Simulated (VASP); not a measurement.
# GeMo (rocksalt type) (Fm-3m) in VASP: a series of runs, part 2 of 2

VASP 6.6.1. The steps go on from the part before.

## Step 3: Relaxation of cell and atoms, PBE, target pressure 19 GPa, at which the enthalpy is minimised

INCAR

```
ALGO     = Normal         # electronic algorithm
EDIFF    = 1E-7           # SCF threshold, eV
EDIFFG   = -0.005         # ionic threshold
ENCUT    = 600            # plane-wave cutoff, eV
GGA      = PE             # functional
IBRION   = 2              # ionic algorithm
ISIF     = 3              # what is computed and relaxed
ISMEAR   = -1             # smearing method
LASPH    = T              # aspherical terms in the spheres
LCHARG   = F              # write CHGCAR
LREAL    = F              # projectors in reciprocal space
LWAVE    = F              # write WAVECAR
NELM     = 100            # most SCF steps
NSW      = 60             # ionic steps
PREC     = Accurate       # precision mode
PSTRESS  = 190.0        
SIGMA    = 0.08           # smearing width, eV
```

KPOINTS

```
k-points
0
Gamma
  13 13 13
```

POSCAR

```
GeMo
1.0
    0.0000000000      2.4902577852      2.4902577852
    2.4902577852      0.0000000000      2.4902577852
    2.4902577852      2.4902577852      0.0000000000
Mo Ge
1 1
Direct
    0.0000000000      0.0000000000      0.0000000000
    0.5000000000      0.5000000000      0.5000000000
```

Potentials or basis: VASP PAW PBE potentials, release 64 (Mo_sv, Ge_d).

Started as:

```bash
$ cat potpaw_PBE.64/Mo_sv/POTCAR potpaw_PBE.64/Ge_d/POTCAR > POTCAR
$ mpirun -np 1 vasp_std > vasp.out
```

OUTCAR:

```text
EDIFF = 1E-7
   EDIFFG = -0.005
   ENCUT = 600
   GGA = PE
   IBRION = 2
   ISIF = 3
   ISMEAR = -1
   LASPH = T
   LREAL = F
   NELM = 100
   NSW = 60
   PREC = Accurate
   PSTRESS = 190.0

 ion  position               nearest neighbor table
   1  0.000  0.000  0.000-   2 2.49   2 2.49   2 2.49   2 2.49   2 2.49   2 2.49
   2  0.500  0.500  0.500-   1 2.49   1 2.49   1 2.49   1 2.49   1 2.49   1 2.49

  LATTYP: Found a face centered cubic cell.
 ALAT       =     4.9805155704

  Lattice vectors:

 A1 = (   0.0000000000,   2.4902577852,   2.4902577852)
 A2 = (   2.4902577852,   0.0000000000,   2.4902577852)
 A3 = (   2.4902577852,   2.4902577852,   0.0000000000)

Analysis of symmetry for initial positions (statically):
=====================================================================
 Subroutine PRICEL returns:
 Original cell was already a primitive cell.

 Routine SETGRP: Setting up the symmetry group for a
 face centered cubic supercell.

 Subroutine GETGRP returns: Found 48 space group operations
 (whereof 48 operations were pure point group operations)
 out of a pool of 48 trial point group operations.

The static configuration has the point symmetry O_h .

Analysis of symmetry for dynamics (positions and initial velocities):
=====================================================================
 Subroutine PRICEL returns:
 Original cell was already a primitive cell.

 Routine SETGRP: Setting up the symmetry group for a
 face centered cubic supercell.

 Subroutine GETGRP returns: Found 48 space group operations
 (whereof 48 operations were pure point group operations)
 out of a pool of 48 trial point group operations.

The dynamic configuration has the point symmetry O_h .

 Subroutine INISYM returns: Found 48 space group operations
 (whereof 48 operations are pure point group operations),
 and found     1 'primitive' translations

[... 115 lines left out ...]
  volume/ion in A,a.u.               =      15.44       104.21
  Fermi-wavevector in a.u.,A,eV,Ry     =   1.584431  2.994140 34.156339  2.510420
  Thomas-Fermi vector in A             =   2.684049
   LORBIT       =      0    0 simple, 1 ext, 2 COOP (PROOUT), +10 PAW based schemes
   GGA     = PE    functional components
   LHFCALC =     F    Hartree Fock is set to
   AEXX    =    0.0000 exact exchange contribution
   IVDW    =     0    specifies the selected vdW correction
   LEPSILON=     F    determine dielectric tensor
   LRPA    =     F    only Hartree local field effects (RPA)
 conjugate gradient relaxation of ions
 non-spin polarized calculation
  energy-cutoff  :      600.00
  volume of cell :       30.89
 maximum number of plane-waves:      1042
   NGX = 13   NGY = 13   NGZ = 13

 number of electron      28.0000014 magnetization

 Free energy of the ion-electron system (eV)
  ---------------------------------------------------
  ext. energy  EPLUGINS =         0.00000000
  ---------------------------------------------------
  free energy    TOTEN  =       -14.39528958 eV

  energy without entropy =      -14.34502767  energy(sigma->0) =      -14.37015863

 E-fermi :  10.8560     XC(G=0): -12.7977

 val. band max:       10.8470703092   @ k =   0.3846   0.1538   0.0769
 cond. band min:      10.8592005367   @ k =  -0.3846   0.3077   0.0769
 fundamental gap:      0.0121302275
 Fermi energy:        10.8560334242

 k-point     1 :       0.0000    0.0000    0.0000
  band No.  band energies     occupation
      1     -50.2805      2.00000
      2     -24.3805      2.00000
      3     -24.3805      2.00000
      4     -24.3805      2.00000
      5     -13.7697      2.00000
      6     -13.7697      2.00000
[... 481 lines left out ...]
      5     -13.7221      2.00000
      6     -13.7152      2.00000
[... 10 lines left out ...]
     17      16.4888      0.00000
     18      16.5388      0.00000

 [... further k-points ...]

------------------------ aborting loop because EDIFF is reached ----------------------------------------

  FORCE on cell =-STRESS in cart. coord.  units (eV):
  Direction    XX          YY          ZZ          XY          YZ          ZX
  --------------------------------------------------------------------------------------
  -------------------------------------------------------------------------------------
  Total        3.6587022      3.6587022      3.6587022      0.0000000      0.0000000     -0.0000000
  in kB      189.7906138    189.7906138    189.7906138      0.0000000      0.0000000     -0.0000000
  external PRESSURE =      -0.2093862 kB  Pullay stress =     190.0000000 kB

 VOLUME and BASIS-vectors are now :
 -----------------------------------------------------------------------------
  energy-cutoff  :      600.00
  volume of cell :       30.89
      direct lattice vectors                 reciprocal lattice vectors
     0.000000000  2.490257785  2.490257785    -0.200782426  0.200782426  0.200782426
     2.490257785  0.000000000  2.490257785     0.200782426 -0.200782426  0.200782426
     2.490257785  2.490257785  0.000000000     0.200782426  0.200782426 -0.200782426

 POSITION                                       TOTAL-FORCE (eV/Angst)
 -----------------------------------------------------------------------------------
      0.00000      0.00000      0.00000        -0.000000     -0.000000      0.000000
      2.49026      2.49026      2.49026         0.000000      0.000000     -0.000000
 -----------------------------------------------------------------------------------
    total drift:                                0.000000      0.000000      0.000000

  FREE ENERGIE OF THE ION-ELECTRON SYSTEM (eV)
  ---------------------------------------------------
  free  energy   TOTEN  =       -14.3952895824 eV

  energy  without entropy=      -14.3450276724  energy(sigma->0) =      -14.37015863

  enthalpy is  TOTEN    =       -10.7325509117 eV   P V=        3.6627386706

 reached required accuracy - stopping structural energy minimisation
```

OSZICAR:

```text
N       E                     dE             d eps       ncg     rms          rms(c)
DAV:   1     0.251041192597E+03    0.25104E+03   -0.16403E+04  3400   0.405E+03
DAV:   2     0.629963274207E+01   -0.24474E+03   -0.23976E+03  3066   0.670E+02
DAV:   3    -0.146188388356E+02   -0.20918E+02   -0.20131E+02  3516   0.146E+02
DAV:   4    -0.152117961711E+02   -0.59296E+00   -0.58038E+00  3452   0.230E+01
DAV:   5    -0.152207725045E+02   -0.89763E-02   -0.89649E-02  3388   0.301E+00    0.171E+01
DAV:   6    -0.144399644852E+02    0.78081E+00   -0.44314E+00  3666   0.159E+01    0.345E+00
DAV:   7    -0.144054427627E+02    0.34522E-01   -0.21954E-01  3700   0.628E+00    0.302E+00
DAV:   8    -0.143959298184E+02    0.95129E-02   -0.32318E-02  3942   0.211E+00    0.181E-01
DAV:   9    -0.143953508928E+02    0.57893E-03   -0.16790E-03  3824   0.588E-01    0.863E-02
DAV:  10    -0.143952863649E+02    0.64528E-04   -0.49674E-04  3904   0.408E-01    0.310E-02
DAV:  11    -0.143952908268E+02   -0.44619E-05   -0.32964E-05  3256   0.631E-02    0.194E-02
DAV:  12    -0.143952896630E+02    0.11638E-05   -0.94186E-06  3200   0.245E-02    0.586E-03
DAV:  13    -0.143952895824E+02    0.80625E-07   -0.67076E-07  2458   0.714E-03
   1 F= -.10732551E+02 E0= -.10707420E+02  d E =-.107326E+02
```

CONTCAR:

```text
GeMo
   1.00000000000000
     0.0000000000000000    2.4902577851999999    2.4902577851999999
     2.4902577851999999    0.0000000000000000    2.4902577851999999
     2.4902577851999999    2.4902577851999999    0.0000000000000000
  Mo              Ge
     1     1
Direct
     0.0000000000000000    0.0000000000000000    0.0000000000000000
     0.5000000000000000    0.5000000000000000    0.5000000000000000

  0.00000000E+00  0.00000000E+00  0.00000000E+00
  0.00000000E+00  0.00000000E+00  0.00000000E+00
```

Wall time 41 s (1 thread of AMD EPYC 7R13 (Zen 3), shared host); peak memory 0.17 GiB.

Results:

```yaml
Free_energy: -14.3953 eV
Pressure_after_relaxing: 19.0 GPa
Band_gap_on_the_k_mesh: zero (bands 14 and 15 overlap by 1.92 eV)
```

Final structure:
```xyz
2
Lattice="0.0000 2.4903 2.4903 2.4903 0.0000 2.4903 2.4903 2.4903 0.0000" Properties=species:S:1:pos:R:3 pbc="T T T"
Mo    0.0000    0.0000    0.0000
Ge    2.4903    2.4903    2.4903
```

Levels at points of the mesh, in eV from the Fermi level:
| k point | band 11 | band 12 | band 13 | band 14 | band 15 | band 16 | band 17 | band 18 |
| --- | --- | --- | --- | --- | --- | --- | --- | --- |
| (0.00, 0.00, 0.00) | -1.81 | -1.81 | -1.81 | -1.06 | -1.06 | 2.90 | 2.90 | 2.90 |

Caveat: the relaxation stopped at its first step, so nothing moved; the cell is relaxed towards a set pressure, so the run minimises the enthalpy, not the energy.
